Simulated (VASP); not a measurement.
# W4S in VASP: single point with PBE

Aim: the single point of W4S with PBE.

All numbers are computed with VASP 6.6.1; they aren't measurements. Logs are shortened: lines on timing, memory, paths and dates and some standing lists are left out, and cuts for length are marked.

## Step 1: The cell of the first run

The cell holds a slab with vacuum, 5 atoms: a = 3.184 Å, b = 3.184 Å, c = 20.143 Å, α = 90.00°, β = 90.00°, γ = 90.00°.

## Step 2: Single point, PBE

Input file INCAR:

```
SYSTEM = W4S
PREC = Accurate ; ENCUT = 520
EDIFF = 1E-7 ; ISMEAR = 0
SIGMA = 0.1 ; LREAL = .False.
LASPH = .True. ; NELM = 100
ALGO = Normal ; ISIF = 2
LWAVE = .False. ; LCHARG = .False.
LDIPOL = .True. ; IDIPOL = 3
DIPOL = 0.5 0.5 0.357 ; GGA = PE
NBANDS = 39
```

Input file KPOINTS:

```
regular mesh
0
Gamma
  8 8 1
  0 0 0
```

Input file POSCAR:

```
W4S
1.0
    3.1836991688      0.0000000000      0.0000000000
    0.0000000000      3.1836991688      0.0000000000
    0.0000000000      0.0000000000     20.1425775749
W S
4 1
Direct
    0.5000000000      0.5000000000      0.1985843165
    0.0000000000      0.0000000000      0.2776134069
    0.5000000000      0.5000000000      0.3599451800
    0.0000000000      0.0000000000      0.4290700901
    0.1250000000      0.3750000000      0.5214246447
```

Potentials or basis: VASP PAW PBE potentials, release 64 (W_sv, S).

The run is started by

```sh
$ cat potpaw_PBE.64/W_sv/POTCAR potpaw_PBE.64/S/POTCAR > POTCAR
$ mpirun -np 1 vasp_std > vasp.out
```

OUTCAR:

```text
SYSTEM = W4S
   PREC = Accurate
   ENCUT = 520
   EDIFF = 1E-7
   ISMEAR = 0
   LREAL = .False.
   LASPH = .True.
   NELM = 100
   ISIF = 2
   GGA = PE

 ion  position               nearest neighbor table
   1  0.500  0.500  0.199-   2 2.76   2 2.76   2 2.76   2 2.76   3 3.25
   2  0.000  0.000  0.278-   1 2.76   1 2.76   1 2.76   1 2.76   3 2.80   3 2.80   3 2.80   3 2.80
                             4 3.05
   3  0.500  0.500  0.360-   4 2.65   4 2.65   4 2.65   4 2.65   2 2.80   2 2.80   2 2.80   2 2.80
                             1 3.25
   4  0.000  0.000  0.429-   5 2.25   3 2.65   3 2.65   3 2.65   3 2.65   5 2.75   2 3.05
   5  0.125  0.375  0.521-   4 2.25   4 2.75

  LATTYP: Found a simple tetragonal cell.
 ALAT       =     3.1836991688
 C/A-ratio  =     6.3267841925

  Lattice vectors:

 A1 = (   3.1836991688,   0.0000000000,   0.0000000000)
 A2 = (   0.0000000000,   3.1836991688,   0.0000000000)
 A3 = (   0.0000000000,   0.0000000000,  20.1425775749)

Analysis of symmetry for initial positions (statically):
=====================================================================
 Subroutine PRICEL returns:
 Original cell was already a primitive cell.

 Routine SETGRP: Setting up the symmetry group for a
 simple tetragonal supercell.

 Subroutine GETGRP returns: Found  1 space group operations
 (whereof  1 operations were pure point group operations)
 out of a pool of 16 trial point group operations.

The static configuration has the point symmetry C_1 .

Analysis of symmetry for dynamics (positions and initial velocities):
=====================================================================
 Subroutine PRICEL returns:
 Original cell was already a primitive cell.

 Routine SETGRP: Setting up the symmetry group for a
 simple tetragonal supercell.

 Subroutine GETGRP returns: Found  1 space group operations
 (whereof  1 operations were pure point group operations)
 out of a pool of 16 trial point group operations.

The dynamic configuration has the point symmetry C_1 .

 Subroutine INISYM returns: Found  1 space group operations
 (whereof  1 operations are pure point group operations),
 and found     1 'primitive' translations

----------------------------------------------------------------------------------------

                                     Primitive cell

  volume of cell :     204.1640

  direct lattice vectors                    reciprocal lattice vectors
     3.183699169  0.000000000  0.000000000     0.314100029  0.000000000  0.000000000
     0.000000000  3.183699169  0.000000000     0.000000000  0.314100029  0.000000000
     0.000000000  0.000000000 20.142577575     0.000000000  0.000000000  0.049646079

  length of vectors
     3.183699169  3.183699169 20.142577575     0.314100029  0.314100029  0.049646079

  position of ions in fractional coordinates (direct lattice)
     0.500000000  0.500000000  0.198584317
     0.000000000  0.000000000  0.277613407
     0.500000000  0.500000000  0.359945180
     0.000000000  0.000000000  0.429070090
     0.125000000  0.375000000  0.521424645

  ion indices of the primitive-cell ions
   primitive index   ion index
                 1           1
                 2           2
                 3           3
                 4           4
                 5           5

----------------------------------------------------------------------------------------

 KPOINTS: regular mesh

Automatic generation of k-mesh.
 Grid dimensions read from file:
 generate k-points for:    8    8    1

 Generating k-lattice:

  Cartesian coordinates                     Fractional coordinates (reciprocal lattice)
     0.039262504  0.000000000  0.000000000     0.125000000  0.000000000  0.000000000
     0.000000000  0.039262504  0.000000000     0.000000000  0.125000000  0.000000000
     0.000000000  0.000000000  0.049646079     0.000000000  0.000000000  1.000000000

  Length of vectors
     0.039262504  0.039262504  0.049646079

  Shift w.r.t. Gamma in fractional coordinates (k-lattice)
     0.000000000  0.000000000  0.000000000

 Subroutine IBZKPT returns following result:
 ===========================================

 Found     34 irreducible k-points:

 Following reciprocal coordinates:
            Coordinates               Weight
  0.000000  0.000000  0.000000      1.000000
  0.125000  0.000000  0.000000      2.000000
  0.000000  0.125000  0.000000      2.000000
  0.250000  0.000000  0.000000      2.000000
  0.000000  0.250000  0.000000      2.000000
  0.375000  0.000000  0.000000      2.000000
[... 16 lines left out ...]
 -0.250000  0.250000  0.000000      2.000000
  0.375000  0.250000  0.000000      2.000000
 [... further k-points ...]
   k-points           NKPTS =     34   k-points in BZ     NKDIM =     34   number of bands    NBANDS=     39
   number of dos      NEDOS =    301   number of ions     NIONS =      5
   total plane-waves  NPLWV =  86400
   dimension x,y,z NGX =    24 NGY =   24 NGZ =  150
   dimension x,y,z NGXF=    48 NGYF=   48 NGZF=  300
   ions per type =               4   1
   NGX,Y,Z   is equivalent  to a cutoff of  12.53, 12.53, 12.38 a.u.
   NGXF,Y,Z  is equivalent  to a cutoff of  25.06, 25.06, 24.76 a.u.
 SYSTEM =  W4S
   PREC   = accura    normal or accurate (medium, high low for compatibility)
   ISTART =      0    job   : 0-new  1-cont  2-samecut
   ICHARG =      2    charge: 1-file 2-atom 10-const
   ISPIN  =      1    spin polarized calculation?
   LNONCOLLINEAR =      F non collinear calculations
   LSORBIT =      F    spin-orbit coupling
   LASPH  =      T    aspherical Exc in radial PAW
   ENCUT  =  520.0 eV  38.22 Ry    6.18 a.u.   5.92  5.92 37.45*2*pi/ulx,y,z
   NELM   =    100;   NELMIN=  2; NELMDL= -5     # of ELM steps
   EDIFF  = 0.1E-06   stopping-criterion for ELM
   LREAL  =      F    real-space projection
   EDIFFG = 0.1E-05   stopping-criterion for IOM
   NSW    =      0    number of steps for IOM
   IBRION =     -1    ionic relax: 0-MD 1-quasi-New 2-CG
   NFREE  =      0    steps in history (QN), initial steepest desc. (CG)
   ISIF   =      2    stress and relaxation
   ISYM   =      2    0-nonsym 1-usesym 2-fastsym
   POTIM  = 0.5000    time-step for ionic-motion
   TEBEG  =    0.0;   TEEND  =   0.0 temperature during run
   PSTRESS=    0.0 pullay stress
   NELECT =      62.0000    total number of electrons
   NUPDOWN=      -1.0000    fix difference up-down
   EMIN   =  10.00;   EMAX   =-10.00  energy-range for DOS
   EFERMI =   0.00;   METHOD = LEGACY
   ISMEAR =     0;   SIGMA  =   0.10  broadening in eV -4-tet -1-fermi 0-gaus
   EFERMI_NEDOS =   21; number of points for ismear=-14 and -15
   IALGO  =     38    algorithm
   IMIX   =      4    mixing-type and parameters
     AMIX     =   0.40;   BMIX     =  1.00
     AMIX_MAG =   1.60;   BMIX_MAG =  1.00
  volume/ion in A,a.u.               =      40.83       275.55
  Fermi-wavevector in a.u.,A,eV,Ry     =   1.100388  2.079431 16.474654  1.210853
  Thomas-Fermi vector in A             =   2.236798
   LORBIT       =      0    0 simple, 1 ext, 2 COOP (PROOUT), +10 PAW based schemes
   GGA     = PE    functional components
   LHFCALC =     F    Hartree Fock is set to
   AEXX    =    0.0000 exact exchange contribution
   IVDW    =     0    specifies the selected vdW correction
   LEPSILON=     F    determine dielectric tensor
   LRPA    =     F    only Hartree local field effects (RPA)
 non-spin polarized calculation
 Gauss-broadening in eV      SIGMA  =   0.10
  energy-cutoff  :      520.00
  volume of cell :      204.16
 maximum number of plane-waves:      5576
   NGX = 11   NGY = 11   NGZ = 75

 dipolmoment           0.000000      0.000000     -0.007946 electrons x Angstroem

 number of electron      61.9999993 magnetization

 dipolmoment           0.000000      0.000000      0.071838 electrons x Angstroem

 Free energy of the ion-electron system (eV)
  ---------------------------------------------------
  ext. energy  EPLUGINS =         0.00000000
  ---------------------------------------------------
  free energy    TOTEN  =       -52.40582504 eV

  energy without entropy =      -52.38354275  energy(sigma->0) =      -52.39468390

 E-fermi :   1.1261     XC(G=0):  -6.1805

 val. band max:        1.1240846370   @ k =   0.1250   0.2500   0.0000
 cond. band min:       1.1678451256   @ k =  -0.1250   0.2500   0.0000
 fundamental gap:      0.0437604885
 Fermi energy:         1.1261495557

 k-point     1 :       0.0000    0.0000    0.0000
  band No.  band energies     occupation
      1     -72.7831      2.00000
      2     -72.7476      2.00000
      3     -72.6580      2.00000
      4     -72.5297      2.00000
      5     -37.2440      2.00000
      6     -37.2108      2.00000
[... 31 lines left out ...]
     38       3.9736      0.00000
     39       4.3358      0.00000

 k-point     2 :       0.1250    0.0000    0.0000
  band No.  band energies     occupation
      1     -72.7753      2.00000
      2     -72.7431      2.00000
      3     -72.6604      2.00000
      4     -72.5349      2.00000
      5     -37.3098      2.00000
      6     -37.2406      2.00000
[... 31 lines left out ...]
     38       3.6664      0.00000
     39       3.8054      0.00000

 k-point     3 :       0.0000    0.1250    0.0000
  band No.  band energies     occupation
      1     -72.7753      2.00000
      2     -72.7431      2.00000
      3     -72.6604      2.00000
      4     -72.5349      2.00000
      5     -37.3276      2.00000
      6     -37.2349      2.00000
[... 832 lines left out ...]
 k-point    23 :      -0.2500    0.2500    0.0000
  band No.  band energies     occupation
      1     -72.7349      2.00000
      2     -72.7188      2.00000
      3     -72.6739      2.00000
      4     -72.5592      2.00000
      5     -37.3986      2.00000
      6     -37.3601      2.00000
[... 31 lines left out ...]
     38       3.9349      0.00000
     39       4.3119      0.00000

 k-point    24 :       0.3750    0.2500    0.0000
  band No.  band energies     occupation
      1     -72.7174      2.00000
      2     -72.7080      2.00000
      3     -72.6825      2.00000
      4     -72.5677      2.00000
      5     -37.4569      2.00000
      6     -37.3831      2.00000
[... 31 lines left out ...]
     38       4.2889      0.00000
     39       4.3984      0.00000

 [... further k-points ...]

------------------------ aborting loop because EDIFF is reached ----------------------------------------

 vacuum level on the upper side and lower side of the slab       (xc-potential included)         0.484        -0.815

  FORCE on cell =-STRESS in cart. coord.  units (eV):
  Direction    XX          YY          ZZ          XY          YZ          ZX
  --------------------------------------------------------------------------------------
  -------------------------------------------------------------------------------------
  Total       -2.4672699     -4.7111792     -0.0072613      0.9858167      2.5768760     -0.0027012
  in kB      -19.3619080    -36.9709930     -0.0569830      7.7361995     20.2220418     -0.0211974
  external PRESSURE =     -18.7966280 kB  Pullay stress =       0.0000000 kB

 VOLUME and BASIS-vectors are now :
 -----------------------------------------------------------------------------
  energy-cutoff  :      520.00
  volume of cell :      204.16
      direct lattice vectors                 reciprocal lattice vectors
     3.183699169  0.000000000  0.000000000     0.314100029  0.000000000  0.000000000
     0.000000000  3.183699169  0.000000000     0.000000000  0.314100029  0.000000000
     0.000000000  0.000000000 20.142577575     0.000000000  0.000000000  0.049646079

 POSITION                                       TOTAL-FORCE (eV/Angst)
 -----------------------------------------------------------------------------------
      1.59185      1.59185      4.00000         0.063575     -0.178997      2.064059
      0.00000      0.00000      5.59185        -0.047352      0.173909     -2.106706
      1.59185      1.59185      7.25022        -0.224865     -0.353889     -2.295361
      0.00000      0.00000      8.64258         0.297298     -0.599856      2.335876
      0.39796      1.19389     10.50284        -0.088656      0.958833      0.002132
 -----------------------------------------------------------------------------------
    total drift:                               -0.000025     -0.000012     -0.000176

  FREE ENERGIE OF THE ION-ELECTRON SYSTEM (eV)
  ---------------------------------------------------
  free  energy   TOTEN  =       -52.4058250417 eV

  energy  without entropy=      -52.3835427528  energy(sigma->0) =      -52.39468390

 vacuum level on the upper side and lower side of the slab         6.490         5.158
```

Run time: 11 min. Hardware: 1 thread of Intel Xeon 8259CL, shared host; peak memory 0.4 GiB.

Results:

```yaml
Free_energy: -52.4058 eV
Largest_force: 2.430 eV/Å
Band_gap_on_the_k_mesh: zero (bands 31 and 32 overlap by 1.57 eV)
```

Forces on the atoms (eV/Å):
```
W    0.064 -0.179  2.064
W   -0.047  0.174 -2.107
W   -0.225 -0.354 -2.295
W    0.297 -0.600  2.336
S   -0.089  0.959  0.002
```

Caveat: spin-orbit coupling is left out, which moves the levels of the heavy elements.
